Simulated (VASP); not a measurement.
Here is a VASP 6.6.1 calculation.

INCAR

```
SYSTEM = Au
  PREC = Accurate
  ENCUT = 520
  EDIFF = 1E-6
  ISMEAR = -1
  SIGMA = 0.05
  LREAL = .False.
  LASPH = .True.
  NELM = 60
  ALGO = Normal
  ISIF = 2
  LWAVE = .False.
  LCHARG = .False.
  GGA = PE
  NBANDS = 12
```

KPOINTS

```
Automatic mesh
0
Gamma
  16 16 16
  0 0 0
```

Contents of POSCAR:

```
Au
1.0
    0.0000000000      2.0788576478      2.0788576478
    2.0788576478      0.0000000000      2.0788576478
    2.0788576478      2.0788576478      0.0000000000
Au
1
Direct
    0.0000000000      0.0000000000      0.0000000000
```

Potentials or basis: VASP PAW PBE potentials, release 64 (Au).

Command:

```sh
$ cat potpaw_PBE.64/Au/POTCAR > POTCAR
$ mpirun -np 1 vasp_std > vasp.out
```

(1) What does it give for the pressure?

## Answers

(1) -0.2 GPa.
